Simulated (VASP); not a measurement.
CdS (Greenockite):

```
Cd S
1.0
     4.20461    0.00000    0.00000
    -2.10231    3.64130    0.00000
     0.00000    0.00000    6.82565
Cd S
2 2
Direct
  0.66667 0.33333 0.50000
  0.33333 0.66667 0.00000
  0.66667 0.33333 0.87500
  0.33333 0.66667 0.37500
```

This cell differs from its parent crystal: volume scaled by 1.04.

Base run:

```yaml
Program: VASP 6.6.1
Functional: LDA
Potentials_or_basis: VASP PAW LDA potentials, release 64 (Cd, S)
Cutoff: 520 eV
k_mesh: 7 × 7 × 4
Occupations: fermi-dirac, width 0.05 eV
Spin: no spin polarisation
```

Its results: band gap on the k mesh 0.84 eV, direct; pressure -4.6 GPa; largest force 0.056 eV/Å.

Q: The run is repeated on the same cell with these changes: functional from LDA to BLYP; potentials or basis from VASP PAW LDA potentials, release 64 (Cd, S) to VASP PAW PBE potentials, release 64 (Cd, S). What comes out?

A: Band gap on the k mesh 1.06 eV, direct; pressure 3.1 GPa; largest force 0.060 eV/Å.

Caveats: the PAW data sets were made with another functional, which shifts forces and pressure a little (some runs).

